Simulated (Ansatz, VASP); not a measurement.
# One calculation of CaO, two programs

The input POSCAR:

```
CaO
1.0
    0.0000000000      2.5415634481      2.7051821115
    2.5415634481      0.0000000000      2.7051821115
    2.5415634481      2.5415634481      0.0000000000
Ca O
1 1
Direct
    0.0000000000      0.0000000000      0.0000000000
    0.2500000000      0.2500000000      0.2500000000
```

The input INCAR.step1:

```
SYSTEM = CaO
PREC = Accurate
ENCUT = 520
ISMEAR = 0
SIGMA = 0.01
LREAL = .False.
LASPH = .True.
NELM = 100
NBANDS = 15
GGA = PE
ALGO = Normal
EDIFF = 1E-4
LWAVE = .True.
LCHARG = .False.
```

The input INCAR.step2:

```
SYSTEM = CaO
PREC = Accurate
ENCUT = 520
EDIFF = 1E-7
ISMEAR = 0
SIGMA = 0.01
LREAL = .False.
LASPH = .True.
NELM = 100
ALGO = Normal
ISIF = 2
LWAVE = .False.
LCHARG = .False.
METAGGA = R2SCAN
LMIXTAU = .True.
NBANDS = 15
ISTART = 1
```

Contents of KPOINTS:

```
regular mesh
0
Gamma
  8 8 8
  0 0 0
```

Input for Ansatz:

```yaml
crystal:
  lattice:
    - [0.0, 2.5415634481, 2.7051821115]
    - [2.5415634481, 0.0, 2.7051821115]
    - [2.5415634481, 2.5415634481, 0.0]
  atoms:
    - { symbol: Ca, position: [0.0, 0.0, 0.0] }
    - { symbol: O, position: [0.25, 0.25, 0.25] }
kpoints:
  mp_grid: { grid: [8, 8, 8] }
  band_path:
    path:
      - [0.0, 0.0, 0.0]
      - [-0.5, -0.5, 0.0]
      - [-0.375, -0.375, 0.25]
      - [-0.375, 0.0, 0.375]
      - [0.0, 0.0, 0.5]
      - [-0.5, -0.25, 0.25]
      - [0.489583, -0.5, -0.010417]
    npoints: 1
hamiltonian:
  xc: r2scan
scf:
  occupations: { method: fixed }
  n_extra_bands: 4
output:
  forces: true
  stress: true
  eigenvalues: true
  write_density: true
  write_potential: true
  elf: true
  volumetric_format: npy
```

Change from the starting cell: epitaxial_xy strain -2.5%.

Alike in both runs: task single point; functional r2SCAN; k mesh 8 × 8 × 8; no spin polarisation.

|  | VASP | Ansatz |
| --- | --- | --- |
| version | VASP 6.6.1 | Ansatz 0.2.0 |
| potentials or method | VASP PAW PBE potentials, release 64 (Ca_sv, O) | plane waves, PAW |
| plane-wave cutoff (eV) | 520 | 500 |
| occupations | gaussian, width 0.01 eV | fixed |
| valence electrons in the cell | 16 | 16 |

Ansatz gave:

```
gap on the k mesh at the Fermi level (eV)                     : 3.74
pressure (GPa)                                                : 0.9
traceless stress, the component that is largest in VASP (GPa) : -0.91
```

Task: Which values does VASP return?

Result: gap on the k mesh at the Fermi level (eV): 3.71; pressure (GPa): 1.9; traceless stress, the component that is largest in VASP (GPa): -0.83.

VASP's potentials were made for PBE, not for r2SCAN.
